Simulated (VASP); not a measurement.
# MnO2 (P4_2/mnm) in VASP: further runs

Aim: see how the results for MnO2 move with the level of theory and the settings. Levels: PBE+U, PBE+D3(BJ)+U. Tasks: single point, relaxation of shape and atoms at fixed volume.

Program: VASP 6.6.1. These are calculated values, not measurements. Logs are shortened: lines on timing, memory, paths and dates and some standing lists are left out, and cuts for length are marked.

## (1) The cell of the first run

It takes space group P4_2/mnm (No. 136, tetragonal). The conventional cell has a = 4.374 Å, b = 4.374 Å, c = 2.900 Å, α = 90.00°, β = 90.00°, γ = 90.00°. Within 2.5 Å of Mn (site symmetry mmm) lie 6 O at 1.88 to 1.89 Å. Within 2.5 Å of O (site symmetry m2m) lie 3 Mn at 1.88 to 1.89 Å and 1 O at 2.41 Å.

## (2) Single point, PBE+U, collinear spin, ferromagnetic start

INCAR

```
ALGO     = Normal         # electronic algorithm
EDIFF    = 1E-7           # SCF threshold, eV
ENCUT    = 520            # plane-wave cutoff, eV
GGA      = PE             # functional
ISIF     = 2              # what is computed and relaxed
ISMEAR   = 0              # smearing method
ISPIN    = 2              # spin polarisation
LASPH    = True           # aspherical terms in the spheres
LCHARG   = False          # write CHGCAR
LDAU     = True           # DFT+U
LDAUJ    = 0 0          
LDAUL    = 2 -1           # shell
LDAUPRINT= 1            
LDAUTYPE = 2            
LDAUU    = 3.9 0          # U, eV
LMAXMIX  = 4              # l up to which the mixer works
LORBIT   = 11             # projections on sites
LREAL    = False          # projectors in reciprocal space
LWAVE    = False          # write WAVECAR
MAGMOM   = 2.91 2.91 0 0 0 0 # initial moments
NBANDS   = 38             # bands
NELM     = 150            # most SCF steps
PREC     = Accurate       # precision mode
SIGMA    = 0.05           # smearing width, eV
```

KPOINTS

```
k-points
0
Gamma
  6 6 8
```

POSCAR

```
MnO2
1.0
    4.3742894772      0.0000000000      0.0000000000
    0.0000000000      4.3742894772      0.0000000000
    0.0000000000      0.0000000000      2.8995670392
Mn O
2 4
Direct
    0.0000000000      0.0000000000      0.0000000000
    0.5000000000      0.5000000000      0.5000000000
    0.3053076587      0.3053076587      0.0000000000
    0.1946923413      0.8053076587      0.5000000000
    0.6946923413      0.6946923413      0.0000000000
    0.8053076587      0.1946923413      0.5000000000
```

Potentials or basis: VASP PAW PBE potentials, release 64 (Mn_pv, O).

Started as:

```
$ cat potpaw_PBE.64/Mn_pv/POTCAR potpaw_PBE.64/O/POTCAR > POTCAR
$ mpirun -np 1 vasp_std > vasp.out
```

OUTCAR:

```text
EDIFF = 1E-7
   ENCUT = 520
   GGA = PE
   ISIF = 2
   ISMEAR = 0
   ISPIN = 2
   LASPH = True
   LORBIT = 11
   LREAL = False
   NELM = 150
   PREC = Accurate

 ion  position               nearest neighbor table
   1  0.000  0.000  0.000-   4 1.88   6 1.88   4 1.88   6 1.88   5 1.89   3 1.89
   2  0.500  0.500  0.500-   3 1.88   5 1.88   3 1.88   5 1.88   4 1.89   6 1.89
   3  0.305  0.305  0.000-   2 1.88   2 1.88   1 1.89
   4  0.195  0.805  0.500-   1 1.88   1 1.88   2 1.89
   5  0.695  0.695  0.000-   2 1.88   2 1.88   1 1.89
   6  0.805  0.195  0.500-   1 1.88   1 1.88   2 1.89

  LATTYP: Found a simple tetragonal cell.
 ALAT       =     4.3742894772
 C/A-ratio  =     0.6628658333

  Lattice vectors:

 A1 = (   4.3742894772,   0.0000000000,   0.0000000000)
 A2 = (   0.0000000000,   4.3742894772,   0.0000000000)
 A3 = (   0.0000000000,   0.0000000000,   2.8995670392)

Analysis of symmetry for initial positions (statically):
=====================================================================
 Subroutine PRICEL returns:
 Original cell was already a primitive cell.

 Routine SETGRP: Setting up the symmetry group for a
 simple tetragonal supercell.

 Subroutine GETGRP returns: Found 16 space group operations
 (whereof  8 operations were pure point group operations)
 out of a pool of 16 trial point group operations.

The static configuration has the point symmetry D_2h.
 The point group associated with its full space group is D_4h.

Analysis of symmetry for dynamics (positions and initial velocities):
=====================================================================
 Subroutine PRICEL returns:
 Original cell was already a primitive cell.

 Routine SETGRP: Setting up the symmetry group for a
 simple tetragonal supercell.

 Subroutine GETGRP returns: Found 16 space group operations
 (whereof  8 operations were pure point group operations)
 out of a pool of 16 trial point group operations.

The dynamic configuration has the point symmetry D_2h.
 The point group associated with its full space group is D_4h.

Analysis of structural, dynamic, and magnetic symmetry:
=====================================================================
 Subroutine PRICEL returns:
 Original cell was already a primitive cell.

 Routine SETGRP: Setting up the symmetry group for a
 simple tetragonal supercell.

 Subroutine GETGRP returns: Found 16 space group operations
 (whereof  8 operations were pure point group operations)
 out of a pool of 16 trial point group operations.

The overall configuration has the point symmetry D_2h.
 The point group associated with its full space group is D_4h.

 Subroutine INISYM returns: Found 16 space group operations
 (whereof  8 operations are pure point group operations),
 and found     1 'primitive' translations

----------------------------------------------------------------------------------------

                                     Primitive cell

  volume of cell :      55.4815

  direct lattice vectors                    reciprocal lattice vectors
     4.374289477  0.000000000  0.000000000     0.228608556  0.000000000  0.000000000
     0.000000000  4.374289477  0.000000000     0.000000000  0.228608556  0.000000000
     0.000000000  0.000000000  2.899567039     0.000000000  0.000000000  0.344879076

  length of vectors
     4.374289477  4.374289477  2.899567039     0.228608556  0.228608556  0.344879076
[... 156 lines left out ...]
  o =  0.1164  v =  0.0000  0.0000  0.0000  0.0000  0.0000 -0.0000 -0.0000 -0.0000  0.0000  1.0000      0.0000  0.0000  0.0000  0.0000  0.0000  0.0000  0.0000  0.0000  0.0000  0.0000
  o =  0.3150  v =  0.0000  0.0000  0.0000  0.0000  0.0000 -0.8326  0.0000  0.5539  0.0000 -0.0000      0.0000  0.0000  0.0000  0.0000  0.0000  0.0000  0.0000  0.0000  0.0000  0.0000
  o =  0.3398  v =  0.0000  0.0000  0.0000  0.0000  0.0000  0.0000 -0.7071  0.0000  0.7071 -0.0000      0.0000  0.0000  0.0000  0.0000  0.0000  0.0000  0.0000  0.0000  0.0000  0.0000
[... 17 lines left out ...]
  o =  0.9546  v = -0.5208  0.0000  0.8537  0.0000  0.0000  0.0000  0.0000  0.0000  0.0000  0.0000      0.0000  0.0000  0.0000  0.0000  0.0000  0.0000  0.0000  0.0000  0.0000  0.0000
  o =  0.9655  v =  0.0000  0.7071  0.0000 -0.7071 -0.0000  0.0000  0.0000  0.0000  0.0000  0.0000      0.0000  0.0000  0.0000  0.0000  0.0000  0.0000  0.0000  0.0000  0.0000  0.0000
  o =  0.9729  v =  0.0000  0.0000 -0.0000  0.0000  1.0000  0.0000  0.0000  0.0000  0.0000  0.0000      0.0000  0.0000  0.0000  0.0000  0.0000  0.0000  0.0000  0.0000  0.0000  0.0000

 number of electron      49.9999952 magnetization       6.0114114

 Free energy of the ion-electron system (eV)
  ---------------------------------------------------
  ext. energy  EPLUGINS =         0.00000000
  ---------------------------------------------------
  free energy    TOTEN  =       -42.26298339 eV

  energy without entropy =      -42.26274155  energy(sigma->0) =      -42.26286247

 E-fermi :   5.1537     XC(G=0): -12.0267

 val. band max:        5.1124217297   @ k =   0.0000   0.0000   0.1250
 cond. band min:       5.1743392070   @ k =   0.0000   0.0000   0.1250
 fundamental gap:      0.0619174772
 Fermi energy:         5.1537068114

 spin component 1

 k-point     1 :       0.0000    0.0000    0.0000
  band No.  band energies     occupation
      1     -45.7990      1.00000
      2     -45.7911      1.00000
      3     -45.7618      1.00000
      4     -45.7618      1.00000
      5     -45.7009      1.00000
      6     -45.7008      1.00000
[... 1913 lines left out ...]
     36      20.2132      0.00000
     37      21.4738      0.00000

 [... further k-points ...]

 [bands above 37 left out]

------------------------ aborting loop because EDIFF is reached ----------------------------------------

  FORCE on cell =-STRESS in cart. coord.  units (eV):
  Direction    XX          YY          ZZ          XY          YZ          ZX
  --------------------------------------------------------------------------------------
  -------------------------------------------------------------------------------------
  Total        4.1071164      4.1071164      4.0728900      0.0000000      0.0000000      0.0000000
  in kB      118.6040179    118.6040179    117.6156393      0.0000000      0.0000000      0.0000000
  external PRESSURE =     118.2745584 kB  Pullay stress =       0.0000000 kB

 VOLUME and BASIS-vectors are now :
 -----------------------------------------------------------------------------
  energy-cutoff  :      520.00
  volume of cell :       55.48
      direct lattice vectors                 reciprocal lattice vectors
     4.374289477  0.000000000  0.000000000     0.228608556  0.000000000  0.000000000
     0.000000000  4.374289477  0.000000000     0.000000000  0.228608556  0.000000000
     0.000000000  0.000000000  2.899567039     0.000000000  0.000000000  0.344879076

 POSITION                                       TOTAL-FORCE (eV/Angst)
 -----------------------------------------------------------------------------------
      0.00000      0.00000      0.00000        -0.000000     -0.000000     -0.000000
      2.18714      2.18714      1.44978        -0.000000     -0.000000     -0.000000
      1.33550      1.33550      0.00000        -0.023173     -0.023173     -0.000000
      0.85164      3.52265      1.44978         0.023173     -0.023173     -0.000000
      3.03879      3.03879      0.00000         0.023173      0.023173      0.000000
      3.52265      0.85164      1.44978        -0.023173      0.023173      0.000000
 -----------------------------------------------------------------------------------
    total drift:                                0.000000      0.000000      0.000000

  FREE ENERGIE OF THE ION-ELECTRON SYSTEM (eV)
  ---------------------------------------------------
  free  energy   TOTEN  =       -42.2629833948 eV

  energy  without entropy=      -42.2627415495  energy(sigma->0) =      -42.26286247

 total charge

# of ion       s       p       d       tot
------------------------------------------
    1        0.360   6.478   4.829  11.667
    2        0.360   6.478   4.829  11.667
    3        1.568   3.487   0.000   5.055
    4        1.568   3.487   0.000   5.055
    5        1.568   3.487   0.000   5.055
    6        1.568   3.487   0.000   5.055
--------------------------------------------------
tot          6.993  26.905   9.658  43.555

 magnetization (x)

# of ion       s       p       d       tot
------------------------------------------
    1        0.019   0.031   2.969   3.019
    2        0.019   0.031   2.969   3.019
    3       -0.002  -0.034   0.000  -0.036
    4       -0.002  -0.034   0.000  -0.036
    5       -0.002  -0.034   0.000  -0.036
    6       -0.002  -0.034   0.000  -0.036
--------------------------------------------------
tot          0.029  -0.075   5.937   5.892
```

Wall time 96 s (1 thread of Intel Xeon 6975P-C (Granite Rapids), shared host); peak memory 0.29 GiB.

Results:

```yaml
Free_energy: -42.2630 eV
Pressure: 11.8 GPa
Largest_force: 0.033 eV/Å
Band_gap_on_the_k_mesh: zero (filled and empty bands overlap)
Net_moment: 6.01 μB per cell
Site_moments: Mn +3.02; O -0.04 μB
Valence_electrons_inside_the_program's_atomic_spheres: Mn 11.67; O 5.05
```

Forces in eV/Å, atoms in the order of the input:
```
Mn   0.000  0.000  0.000
Mn   0.000  0.000  0.000
O   -0.023 -0.023  0.000
O    0.023 -0.023  0.000
O    0.023  0.023  0.000
O   -0.023  0.023  0.000
```

Levels at points of the mesh, in eV from the Fermi level:
Spin up:
```
           k point  band 25  band 26  band 27  band 28  band 29  band 30  band 31  band 32
(0.00, 0.00, 0.00)    -1.16    -0.63    -0.63    -0.30    -0.10     2.85     2.85     3.45
(0.50, 0.00, 0.00)    -1.61    -1.61    -0.90    -0.90     2.37     2.37     2.66     2.66
(0.50, 0.50, 0.00)    -1.57    -1.57    -0.25    -0.25     1.40     1.40     2.80     2.80
(0.00, 0.00, 0.50)    -1.41    -1.41    -0.49    -0.49     1.36     1.36     1.75     1.75
(0.50, 0.00, 0.50)    -1.37    -1.37    -0.47    -0.47     0.14     0.14     3.41     3.41
(0.50, 0.50, 0.50)    -0.84    -0.84    -0.67    -0.67     1.78     1.78     2.09     2.09
```
Spin down:
```
           k point  band 18  band 19  band 20  band 21  band 22  band 23  band 24  band 25  band 26  band 27
(0.00, 0.00, 0.00)    -3.24    -1.39    -0.60    -0.60     0.09     1.70     1.86     2.06     2.06     2.26
(0.50, 0.00, 0.00)    -3.40    -2.52    -2.52    -0.81    -0.81     2.35     2.35     2.71     2.71     3.26
(0.50, 0.50, 0.00)    -2.29    -2.13    -2.13    -1.59    -1.59     1.65     1.65     2.07     2.07     3.55
(0.00, 0.00, 0.50)    -3.61    -2.60    -2.60    -1.89    -1.89     2.65     2.65     2.87     2.87     3.48
(0.50, 0.00, 0.50)    -3.53    -2.34    -2.34    -1.20    -1.20     1.82     1.82     2.57     2.57     3.02
(0.50, 0.50, 0.50)    -3.57    -1.32    -1.32    -1.01    -1.01     2.52     2.52     2.80     2.80     3.00
```

Eigenvalues of the final occupation matrices:
```
    site  spin  trace               eigenvalues
site 1 d     1   3.92  0.50 0.52 0.95 0.97 0.97
site 1 d     2   0.95  0.07 0.11 0.12 0.32 0.34
site 2 d     1   3.92  0.50 0.52 0.95 0.97 0.97
site 2 d     2   0.95  0.07 0.11 0.12 0.32 0.34
```

Caveat: the cell stands under pressure; the run started ferromagnetic, and an antiferromagnetic order may lie lower in energy.

(Continued in part 2 of 2.)

The gap in the log of VASP goes by the Fermi energy; the results here count the filled bands.